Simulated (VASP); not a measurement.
Zn9O8 (a cell with a defect): relaxation of the atoms with PBE+D3(BJ)

System: Zn9O8 (a cell with a defect).

```
Zn O
1.0
    -3.25330   -5.63488    0.00000
     4.87995   -2.81744    0.00000
     0.00000    0.00000    5.20730
Zn O
9 8
Cartesian
  0.0000 -3.7566 0.0000
  1.6267 -4.6957 2.6037
  3.2533 -3.7566 0.0000
  0.0000 -1.8783 2.6037
  1.6266 -0.9391 0.0000
  3.2533 -1.8783 2.6037
  1.6266 -6.5740 0.0000
  -1.6266 -4.6957 2.6037
  2.4018 -3.1762 3.5751
  0.0000 -3.7566 1.9892
  1.6267 -4.6957 4.5928
  3.2533 -3.7566 1.9892
  0.0000 -1.8783 4.5928
  1.6266 -0.9391 1.9892
  3.2533 -1.8783 4.5928
  1.6266 -6.5740 1.9892
  -1.6266 -4.6957 4.5928
```

* Program: VASP 6.6.1
* Task: relaxation of the atoms
* Functional: PBE
* Dispersion: D3(BJ)
* Potentials or basis: VASP PAW PBE potentials, release 64 (Zn, O)
* Cutoff: 520 eV
* k mesh: 2 × 2 × 2
* Occupations: fermi-dirac, width 0.05 eV
* Spin: no spin polarisation
* Dipole correction: no
* Further INCAR settings: LREAL = Auto; ALGO = Normal; EDIFF = 1e-06; IBRION = 2; EDIFFG = -0.08; NSW = 45

```
Energy gained by relaxing    : 322.5 meV/atom
Ionic steps                  : 20
Pressure after relaxing      : 16.8 GPa
Largest force after relaxing : 0.073 eV/Å
Band gap on the k mesh       : zero (bands 78 and 79 overlap by 0.09 eV)
Dispersion energy per atom   : -0.252 eV
```

Forces on the atoms (eV/Å):
```
Zn   0.007 -0.003 -0.014
Zn  -0.018  0.029  0.065
Zn  -0.012 -0.009 -0.003
Zn   0.026 -0.008 -0.054
Zn  -0.003  0.002 -0.016
Zn  -0.052 -0.018  0.047
Zn  -0.001 -0.003 -0.007
Zn   0.010  0.001 -0.005
Zn  -0.040  0.033  0.013
O    0.011  0.006 -0.008
O   -0.012 -0.013 -0.022
O    0.002  0.011 -0.008
O    0.048 -0.023  0.031
O   -0.008 -0.012 -0.016
O    0.018  0.022 -0.006
O    0.029 -0.023 -0.010
O   -0.005  0.006  0.013
```

Stress tensor (GPa, compression positive):
```
16.36 -0.08  0.18
-0.08 16.45 -0.08
 0.18 -0.08 17.72
```

Step by step:
| step | energy change (eV) | largest force (eV/Å) | pressure (GPa) |
| --- | --- | --- | --- |
| 1 | 0.0000 | 12.7851 | 28.04 |
| 2 | 0.9447 | 21.7671 | 31.57 |
| 3 | -4.0108 | 3.4718 | 21.24 |
| 4 | -4.7967 | 2.2268 | 19.12 |
| 5 | -4.8065 | 2.0503 | 19.17 |
| 6 | -5.1458 | 1.0503 | 17.78 |
| 7 | -5.1458 | 1.0483 | 17.78 |
| 8 | -5.2953 | 0.7683 | 17.38 |
| 9 | -5.3014 | 1.0621 | 17.34 |
| 10 | -5.3815 | 0.4160 | 17.09 |
| 11 | -5.3948 | 0.4927 | 17.03 |
| 12 | -5.4426 | 0.3017 | 16.86 |
| 13 | -5.4464 | 0.3425 | 16.81 |
| 14 | -5.4627 | 0.2143 | 16.82 |
| 15 | -5.4628 | 0.2327 | 16.82 |
| 16 | -5.4699 | 0.1355 | 16.82 |
| 17 | -5.4712 | 0.1666 | 16.82 |
| 18 | -5.4772 | 0.0989 | 16.84 |
| 19 | -5.4793 | 0.1318 | 16.85 |
| 20 | -5.4832 | 0.0731 | 16.85 |

Final structure:
```xyz
17
Lattice="-3.2533 -5.6349 0.0000 4.8800 -2.8174 0.0000 0.0000 0.0000 5.2073" Properties=species:S:1:pos:R:3 pbc="T T T"
Zn   -0.0262   -3.8033    5.1882
Zn    1.5467   -4.8160    2.4445
Zn    3.3687   -3.8281    0.2442
Zn    0.0258   -1.8943    2.6126
Zn   -1.6052   -6.5149    5.1858
Zn    0.0700   -7.3728    2.4092
Zn    1.7422   -6.6325    5.1273
Zn   -1.5873   -4.7143    2.5686
Zn    1.8515   -2.9202    3.7796
O    -0.0438   -3.7736    1.8985
O     1.7026   -4.7610    4.6735
O     3.2873   -3.7750    2.1460
O    -0.0341   -1.8614    4.6568
O    -1.6414   -6.5174    1.8953
O     0.0996   -7.5441    4.7124
O     1.7162   -6.6118    1.9018
O    -1.5642   -4.7238    4.4952
```

Levels at points of the mesh, in eV from the Fermi level:
```csv
k point,band 75,band 76,band 77,band 78,band 79,band 80,band 81,band 82
"(0.00, 0.00, 0.00)",-2.86,-2.74,-2.69,-2.58,1.54,1.83,2.34,2.42
"(0.50, 0.00, 0.00)",-3.15,-3.03,-3.01,-0.81,-0.09,2.54,2.93,3.57
"(0.00, 0.50, 0.00)",-3.32,-3.03,-2.93,-0.54,0.33,2.03,2.28,2.60
"(0.50, 0.50, 0.00)",-3.48,-3.31,-3.29,-0.07,1.02,1.30,1.85,3.07
"(0.00, 0.00, 0.50)",-3.13,-3.03,-2.99,-0.45,0.25,1.97,2.33,2.59
"(0.50, 0.00, 0.50)",-3.58,-3.52,-3.48,-0.01,1.26,1.33,1.83,3.24
"(0.00, 0.50, 0.50)",-3.66,-3.59,-3.47,-0.23,1.40,1.75,1.81,2.05
"(0.50, 0.50, 0.50)",-3.91,-3.71,-3.66,-0.08,1.56,1.97,2.42,2.53
```

Run time: 18 min on 4 MPI ranks on AMD EPYC 7R43 64-Core Processor (Zen 3) (shared host), peak memory 0.24 GiB a rank.

Caveat: the k points lie up to 0.60 Å⁻¹ apart; the relaxation stopped at a loose force limit of 0.08 eV/Å, so its end isn't a converged minimum.
